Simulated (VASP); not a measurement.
# CuO (Tenorite) in VASP: further runs, part 2 of 2

VASP 6.6.1.

## (5) Single point, LDA

This run uses another cell than the first one, of 10.27 Å³/atom, 0.957 times its volume.

INCAR reads:

```
PREC = Accurate
ENCUT = 520
EDIFF = 1E-6
ISMEAR = -1
SIGMA = 0.05
LREAL = F
LASPH = T
NELM = 80
ALGO = Normal
ISIF = 2
LWAVE = F
LCHARG = T
GGA = CA
LELF = T
LVHAR = T
NBANDS = 25
```

KPOINTS reads:

```
regular mesh
0
Gamma
  10 10 5
```

POSCAR reads:

```
CuO
1.0
    2.0165918403     -2.0132352462      0.1569868455
    2.0165918403      2.0132352462      0.1569868455
   -0.3929113357      0.0000000000      5.0265360370
Cu O
2 2
Direct
    0.5000000000      0.0000000000      0.5000000000
    0.0000000000      0.5000000000      0.0000000000
    0.4999360784      0.5000639216      0.7500000000
    0.5000639216      0.4999360784      0.2500000000
```

Potentials or basis: VASP PAW LDA potentials, release 64 (Cu, O).

Started as:

```sh
cat potpaw_LDA.64/Cu/POTCAR potpaw_LDA.64/O/POTCAR > POTCAR
mpirun -np 1 vasp_std > vasp.out
```

OUTCAR:

```text
PREC = Accurate
   ENCUT = 520
   EDIFF = 1E-6
   ISMEAR = -1
   LREAL = F
   LASPH = T
   NELM = 80
   ISIF = 2
   GGA = CA

 ion  position               nearest neighbor table
   1  0.500  0.000  0.500-   3 1.90   4 1.90   4 1.90   3 1.90
   2  0.000  0.500  0.000-   4 1.90   3 1.90   4 1.90   3 1.90
   3  0.500  0.500  0.750-   2 1.90   1 1.90   2 1.90   1 1.90
   4  0.500  0.500  0.250-   1 1.90   2 1.90   2 1.90   1 1.90

  LATTYP: Found a base centered monoclinic cell.
 ALAT       =     4.0453862708
 B/A-ratio  =     0.9953241107
 C/A-ratio  =     1.2463257512
 COS(beta)  =    -0.0003178769

  Lattice vectors:

 A1 = (   2.0165918403,  -2.0132352462,   0.1569868455)
 A2 = (   2.0165918403,   2.0132352462,   0.1569868455)
 A3 = (  -0.3929113357,   0.0000000000,   5.0265360370)

Analysis of symmetry for initial positions (statically):
=====================================================================
 Subroutine PRICEL returns:
 Original cell was already a primitive cell.

 Routine SETGRP: Setting up the symmetry group for a
 base centered monoclinic supercell.

 Subroutine GETGRP returns: Found  4 space group operations
 (whereof  2 operations were pure point group operations)
 out of a pool of  4 trial point group operations.

The static configuration has the point symmetry S_2 .
 The point group associated with its full space group is C_2h.

Analysis of symmetry for dynamics (positions and initial velocities):
=====================================================================
 Subroutine PRICEL returns:
 Original cell was already a primitive cell.

 Routine SETGRP: Setting up the symmetry group for a
 base centered monoclinic supercell.

 Subroutine GETGRP returns: Found  4 space group operations
 (whereof  2 operations were pure point group operations)
[... 123 lines left out ...]
   EFERMI_NEDOS =   21; number of points for ismear=-14 and -15
   IALGO  =     38    algorithm
   IMIX   =      4    mixing-type and parameters
     AMIX     =   0.40;   BMIX     =  1.00
     AMIX_MAG =   1.60;   BMIX_MAG =  1.00
  volume/ion in A,a.u.               =      10.27        69.28
  Fermi-wavevector in a.u.,A,eV,Ry     =   1.537278  2.905034 32.153615  2.363224
  Thomas-Fermi vector in A             =   2.643809
   LORBIT       =      0    0 simple, 1 ext, 2 COOP (PROOUT), +10 PAW based schemes
   GGA     = CA    functional components
   LHFCALC =     F    Hartree Fock is set to
   AEXX    =    0.0000 exact exchange contribution
   IVDW    =     0    specifies the selected vdW correction
   LEPSILON=     F    determine dielectric tensor
   LRPA    =     F    only Hartree local field effects (RPA)
 non-spin polarized calculation
  energy-cutoff  :      520.00
  volume of cell :       41.06
 maximum number of plane-waves:      1126
 NGX is ok and might be reduce to    24
   NGX = 11   NGY = 11   NGZ = 19

 number of electron      33.9999978 magnetization

 Free energy of the ion-electron system (eV)
  ---------------------------------------------------
  ext. energy  EPLUGINS =         0.00000000
  ---------------------------------------------------
  free energy    TOTEN  =       -23.33122293 eV

  energy without entropy =      -23.31066965  energy(sigma->0) =      -23.32094629

 E-fermi :   5.5441     XC(G=0): -12.2728

 val. band max:        5.5318983024   @ k =   0.5000   0.1000   0.2000
 cond. band min:       5.5503571151   @ k =   0.5000   0.3000   0.4000
 fundamental gap:      0.0184588127
 Fermi energy:         5.5441359764

 k-point     1 :       0.0000    0.0000    0.0000
  band No.  band energies     occupation
      1     -14.6318      2.00000
      2     -13.0653      2.00000
      3      -3.3683      2.00000
      4      -0.4461      2.00000
      5      -0.4357      2.00000
      6       1.3534      2.00000
[... 661 lines left out ...]
     24      17.9300      0.00000
     25      19.5000      0.00000

 [... further k-points ...]

------------------------ aborting loop because EDIFF is reached ----------------------------------------

  FORCE on cell =-STRESS in cart. coord.  units (eV):
  Direction    XX          YY          ZZ          XY          YZ          ZX
  --------------------------------------------------------------------------------------
  -------------------------------------------------------------------------------------
  Total        0.2173593      0.2316876      0.3748161      0.0000000      0.0000000     -0.0101039
  in kB        8.4809172      9.0399749     14.6245586      0.0000000      0.0000000     -0.3942348
  external PRESSURE =      10.7151502 kB  Pullay stress =       0.0000000 kB

 VOLUME and BASIS-vectors are now :
 -----------------------------------------------------------------------------
  energy-cutoff  :      520.00
  volume of cell :       41.06
      direct lattice vectors                 reciprocal lattice vectors
     2.016591840 -2.013235246  0.156986845     0.246443440 -0.248356470  0.019263847
     2.016591840  2.013235246  0.156986845     0.246443440  0.248356470  0.019263847
    -0.392911336  0.000000000  5.026536037    -0.015393654  0.000000000  0.197740880

 POSITION                                       TOTAL-FORCE (eV/Angst)
 -----------------------------------------------------------------------------------
      0.81184     -1.00662      2.59176        -0.000000      0.000000     -0.000000
      1.00830      1.00662      0.07849        -0.000000      0.000000     -0.000000
      1.72191      0.00026      3.92689         0.000000      0.000708      0.000000
      1.91836     -0.00026      1.41362         0.000000     -0.000708      0.000000
 -----------------------------------------------------------------------------------
    total drift:                                0.000000     -0.000000     -0.000000

  FREE ENERGIE OF THE ION-ELECTRON SYSTEM (eV)
  ---------------------------------------------------
  free  energy   TOTEN  =       -23.3312229307 eV

  energy  without entropy=      -23.3106696477  energy(sigma->0) =      -23.32094629
```

stdout:

```text
POSCAR found type information on POSCAR CuO
 POSCAR found :  2 types and       4 ions
 scaLAPACK will be used
 LDA part: xc-table for (Slater(with rela. corr.)+CA(PZ))
 , standard interpolation
 POSCAR, INCAR and KPOINTS ok, starting setup
 FFT: planning ... GRIDC
 FFT: planning ... GRID_SOFT
 FFT: planning ... GRID
 WAVECAR not read
 entering main loop
```

Run time: 66 s. Hardware: 1 thread of Intel Xeon 6975P-C (Granite Rapids), shared host; peak memory 0.22 GiB.

What came out:

```yaml
Free_energy: -23.3312 eV
Pressure: 1.1 GPa
Band_gap_on_the_k_mesh: zero (band 17 reaches 6.28 eV, above the bottom of band 18 at 5.27 eV)
```

Levels at points of the mesh, in eV from the Fermi level:
| k point | band 13 | band 14 | band 15 | band 16 | band 17 | band 18 | band 19 | band 20 | band 21 | band 22 |
| --- | --- | --- | --- | --- | --- | --- | --- | --- | --- | --- |
| (0.00, 0.00, 0.00) | -2.65 | -2.61 | -2.51 | -2.09 | 0.73 | 0.74 | 1.67 | 6.16 | 7.59 | 13.49 |
| (0.50, 0.00, 0.00) | -2.45 | -2.07 | -1.72 | -1.63 | 0.26 | 0.49 | 3.43 | 6.10 | 6.82 | 11.17 |
| (0.50, 0.50, 0.00) | -2.55 | -2.55 | -1.67 | -1.28 | -1.27 | 1.24 | 1.77 | 7.14 | 10.12 | 10.21 |

Caveat: semilocal functionals often make such compounds metallic where correlation or magnetic order opens a gap, which also shifts bond lengths.

## (6) Single point, r2SCAN+U

This run uses another cell than the first one, of 10.88 Å³/atom, 1.014 times its volume.

POSCAR reads:

```
CuO
1.0
    2.0691569390     -2.0385941137      0.1420402421
    2.0691569390      2.0385941137      0.1420402421
   -0.4442723296      0.0000000000      5.1301925712
Cu O
2 2
Direct
    0.5000000000      0.0000000000      0.5000000000
    0.0000000000      0.5000000000      0.0000000000
    0.4945344108      0.5054655892      0.7500000000
    0.5054655892      0.4945344108      0.2500000000
```

INCAR.step1 reads:

```
PREC = Accurate
ENCUT = 520
ISMEAR = -1
SIGMA = 0.05
LREAL = False
LASPH = True
NELM = 150
LMAXMIX = 4
LDAU = True
LDAUTYPE = 2
LDAUL = 2 -1
LDAUU = 5 0
LDAUJ = 0 0
NBANDS = 25
GGA = PE
ALGO = Normal
EDIFF = 1E-4
LWAVE = True
LCHARG = False
```

INCAR.step2 reads:

```
PREC = Accurate
ENCUT = 520
EDIFF = 1E-7
ISMEAR = -1
SIGMA = 0.05
LREAL = False
LASPH = True
NELM = 150
ALGO = Normal
ISIF = 2
LWAVE = False
LCHARG = False
LMAXMIX = 4
LDAU = True
LDAUTYPE = 2
LDAUL = 2 -1
LDAUU = 5 0
LDAUJ = 0 0
LDAUPRINT = 1
METAGGA = R2SCAN
LMIXTAU = True
NBANDS = 25
ISTART = 1
```

KPOINTS is that of step 5.

Potentials or basis: VASP PAW PBE potentials, release 64 (Cu, O).

Started as:

```sh
cat potpaw_PBE.64/Cu/POTCAR potpaw_PBE.64/O/POTCAR > POTCAR
cp INCAR.step1 INCAR
mpirun -np 1 vasp_std > vasp.out
cp INCAR.step2 INCAR
mpirun -np 1 vasp_std > vasp.out
```

Wall time 2.8 min (1 thread of Intel Xeon 6975P-C (Granite Rapids), shared host); peak memory 0.26 GiB.

It converged, with:

* Free energy: -33.1568 eV
* Pressure: -4.5 GPa
* Largest force: 0.004 eV/Å
* Band gap on the k mesh: zero (band 17 reaches 5.11 eV, above the bottom of band 18 at 4.11 eV)

Forces in eV/Å, atoms in the order of the input:
```
Cu   0.000  0.000  0.000
Cu   0.000  0.000  0.000
O    0.000 -0.004  0.000
O    0.000  0.004  0.000
```

Stress tensor (GPa, compression positive):
```
-4.18  0.00  0.18
 0.00 -4.06  0.00
 0.18  0.00 -5.28
```

Levels at points of the mesh, in eV from the Fermi level:
```csv
k point,band 14,band 15,band 16,band 17,band 18,band 19,band 20,band 21
"(0.00, 0.00, 0.00)",-3.33,-2.94,-2.42,0.67,0.72,1.95,7.06,8.05
"(0.50, 0.00, 0.00)",-2.79,-2.51,-1.99,0.31,0.56,4.54,6.66,7.58
"(0.50, 0.50, 0.00)",-3.65,-2.01,-1.99,-1.78,1.30,2.97,8.17,10.63
```

Eigenvalues of the final occupation matrices:
```csv
site,spin,trace,eigenvalues
site 1 d,1,4.65,0.79 0.94 0.97 0.97 0.98
site 1 d,2,4.65,0.79 0.94 0.97 0.97 0.98
site 2 d,1,4.65,0.79 0.94 0.97 0.97 0.98
site 2 d,2,4.65,0.79 0.94 0.97 0.97 0.98
```

Caveat: the PAW data sets were made with another functional, which shifts forces and pressure a little; U without spin polarisation on a metal has little footing.

## (7) Summary

| level | potentials or basis | U | cell | cutoff (eV) | smearing | second run | gap on the mesh (eV) | pressure (GPa) |
| --- | --- | --- | --- | --- | --- | --- | --- | --- |
| r2SCAN | VASP PAW PBE potentials, release 64 (Cu, O) | - | a = 2.894, b = 2.894, c = 5.124 Å, angles 90.0, 90.0, 89.8°, 4 atoms | 520 | fermi-dirac 0.05 eV | - | none | 1.0 |
| LDA | VASP PAW LDA potentials, release 64 (Cu, O) | - | a = 2.854, b = 2.854, c = 5.042 Å, angles 90.0, 90.0, 89.7°, 4 atoms | 600 | gaussian 0.1 eV | - | none | 0.9 |
| PBEsol+D4 | VASP PAW PBE potentials, release 64 (Cu_sv_GW, O) | - | a = 2.875, b = 2.875, c = 5.084 Å, angles 90.0, 90.0, 89.8°, 4 atoms | 700 | fermi-dirac 0.05 eV | valence_matched | none | -2.8 |
| LDA | VASP PAW LDA potentials, release 64 (Cu, O) | - | a = 2.854, b = 2.854, c = 5.042 Å, angles 90.0, 90.0, 89.7°, 4 atoms | 520 | fermi-dirac 0.05 eV | - | none | 1.1 |
| r2SCAN+U | VASP PAW PBE potentials, release 64 (Cu, O) | Cu d U = 5.0 eV | a = 2.908, b = 2.908, c = 5.149 Å, angles 90.7, 90.7, 89.0°, 4 atoms | 520 | fermi-dirac 0.05 eV | - | none | -4.5 |

Alike in all rows: task single point; no spin polarisation; k mesh 10 × 10 × 5.

Caveats: semilocal functionals often make such compounds metallic where correlation or magnetic order opens a gap, which also shifts bond lengths (some runs); the PAW data sets were made with another functional, which shifts forces and pressure a little (some runs); pairwise dispersion overbinds metals, which lowers pressure and volume (some runs); U without spin polarisation on a metal has little footing (some runs).

Total energies depend on the potentials used, so only differences within one code and one set of settings carry meaning.
